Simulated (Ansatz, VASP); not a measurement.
# Two plane-wave programs on HgSe

```xyz
2
Lattice="0.0000 3.0927 3.0927 3.0927 0.0000 3.0927 3.0927 3.0927 0.0000" Properties=species:S:1:pos:R:3 pbc="T T T"
Hg    0.0000    0.0000    0.0000
Se    1.5463    1.5463    1.5463
```

Alike in both runs: task single point; functional PBE-based screened hybrid; k mesh 4 × 4 × 4; occupations fermi-dirac, width 0.02 eV; no spin polarisation.

|  | VASP | Ansatz |
| --- | --- | --- |
| version | VASP 6.6.1 | Ansatz 0.2.0 |
| potentials or method | VASP PAW PBE potentials, release 64 (Hg, Se) | plane waves |
| plane-wave cutoff (eV) | 400 | 420 |
| valence electrons in the cell | 18 | 36 |

```tsv
	VASP	Ansatz	Ansatz less VASP
pressure (GPa)	1.8	1.6	-0.19
```

VASP's potentials were made for PBE, not for PBE-based screened hybrid. VASP's potentials hold 18 valence electrons a cell and Ansatz's 36, so a difference there can come from the potentials and not from the codes. Ansatz's warnings: filled band counts differ across k points, stress exchange threshold loose, stress scf threshold loose.

The k mesh is coarse, so the values compare programs but aren't converged. Spin-orbit coupling is off throughout.
